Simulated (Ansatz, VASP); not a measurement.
## One calculation of Cu3O2, two programs

The input INCAR:

```
SYSTEM = Cu3O2
  ALGO = Normal
  EDIFF = 1E-6
  ENCUT = 520
  GGA = PE
  ISIF = 2
  ISMEAR = 0
  ISPIN = 2
  LASPH = .TRUE.
  LCHARG = .FALSE.
  LMAXMIX = 4
  LORBIT = 11
  LREAL = .FALSE.
  LWAVE = .FALSE.
  MAGMOM = 1 1 1 0 0
  NBANDS = 34
  NELM = 150
  PREC = Accurate
  SIGMA = 0.1
```

The input KPOINTS:

```
k-points
0
G
  4 4 4
  0 0 0
```

Contents of POSCAR:

```
Cu3O2
1.0
    3.8968390100      0.0000000000      0.0000000000
    0.0000000000      3.8968390100      0.0000000000
    0.0000000000      0.0000000000      3.8968390100
Cu O
3 2
Direct
    0.5000000000      0.0000000000      0.0000000000
    0.0000000000      0.5000000000      0.0000000000
    0.0000000000      0.0000000000      0.5000000000
    0.0000000000      0.0000000000      0.0000000000
    0.5000000000      0.5000000000      0.5000000000
```

Input for Ansatz:

```yaml
crystal:
  lattice:
    - [3.89683901, 0.0, 0.0]
    - [0.0, 3.89683901, 0.0]
    - [0.0, 0.0, 3.89683901]
  atoms:
    - { symbol: Cu, position: [0.5, 0.0, 0.0], spin: 1.0 }
    - { symbol: Cu, position: [0.0, 0.5, 0.0], spin: 1.0 }
    - { symbol: Cu, position: [0.0, 0.0, 0.5], spin: 1.0 }
    - { symbol: O, position: [0.0, 0.0, 0.0] }
    - { symbol: O, position: [0.5, 0.5, 0.5] }
basis:
  ecutwfc: 420
kpoints:
  mp_grid: { grid: [4, 4, 4] }
hamiltonian:
  xc: pbe
scf:
  occupations: { method: gaussian, width: 0.1 }
  lower_state_search: "off"
output:
  forces: true
  stress: true
  eigenvalues: true
  populations: true
magnetization:
  spin_polarized: true
```

Alike in both runs: task single point; functional PBE; k mesh 4 × 4 × 4; occupations gaussian, width 0.1 eV; collinear spin.

```csv
,VASP,Ansatz
version,VASP 6.6.1,Ansatz 0.2.0
potentials or method,"VASP PAW PBE potentials, release 64 (Cu, O), cutoff 520 eV","scalar-relativistic, plane waves, PAW"
valence electrons in the cell,45,69
```

Ansatz gave:

* gap on the k mesh at the Fermi level (eV): none
* pressure (GPa): -2.8
* net moment per atom (μB): 0.00

Problem. Which values does VASP return?

Solution. gap on the k mesh at the Fermi level (eV): none; pressure (GPa): -2.4; net moment per atom (μB): 0.00.

A gap of «none» marks a metal or a gap that the smearing closes. VASP's potentials hold 45 valence electrons a cell and Ansatz's 69, so a difference there can come from the potentials and not from the codes. Ansatz's warnings: seeded moment not kept.

The k mesh is coarse, so the values compare programs but aren't converged.
